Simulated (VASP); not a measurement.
Mg2Ti3O3:

```xyz
8
Lattice="4.7593 0.0000 0.0000 0.0000 4.7593 0.0000 0.0000 0.0000 4.7593" Properties=species:S:1:pos:R:3 pbc="T T T"
Mg    2.3797    2.3797    2.3797
Mg    0.0000    0.0000    0.0000
Ti    0.0000    2.3797    2.3797
Ti    2.3797    0.0000    2.3797
Ti    2.3797    2.3797    0.0000
O     2.3797    0.0000    0.0000
O     0.0000    2.3797    0.0000
O     0.0000    0.0000    2.3797
```

The cell was generated, and may not be a known phase.

* Program: VASP 6.6.1
* Task: relaxation of cell and atoms
* Functional: PBE
* Potentials or basis: VASP PAW PBE potentials, release 64 (Mg, Ti_sv, O)
* Cutoff: 600 eV
* k mesh: 4 × 4 × 4
* Occupations: gaussian, width 0.2 eV
* Spin: collinear spin
* Starting moments: [0.0, 0.0, 1.0, 1.0, 1.0, 0.0, 0.0, 0.0] μB

At the start: pressure -8.4 GPa; volume 13.48 Å³/atom.

Task: Where does the relaxation end?

Result: Over 3 steps the energy falls by 31.3 meV/atom and the volume is 12.37 Å³/atom (-8.2 %); space group Pm-3m (No. 221, to 0.1 Å) before and after; moment 0.00 μB per cell.

The path:
| step | energy change (eV) | largest force (eV/Å) | pressure (GPa) | volume (Å³) |
| --- | --- | --- | --- | --- |
| 1 | 0.0000 | 0.0000 | -8.45 | 107.80 |
| 2 | -0.2365 | 0.0000 | 2.36 | 97.09 |
| 3 | -0.2502 | 0.0000 | 0.02 | 98.96 |

Final structure:
```
Mg Ti O
1.0
     4.62545    0.00000    0.00000
     0.00000    4.62545    0.00000
     0.00000    0.00000    4.62545
Mg Ti O
2 3 3
Direct
  0.50000 0.50000 0.50000
  0.00000 0.00000 0.00000
  0.00000 0.50000 0.50000
  0.50000 0.00000 0.50000
  0.50000 0.50000 0.00000
  0.50000 0.00000 0.00000
  0.00000 0.50000 0.00000
  0.00000 0.00000 0.50000
```
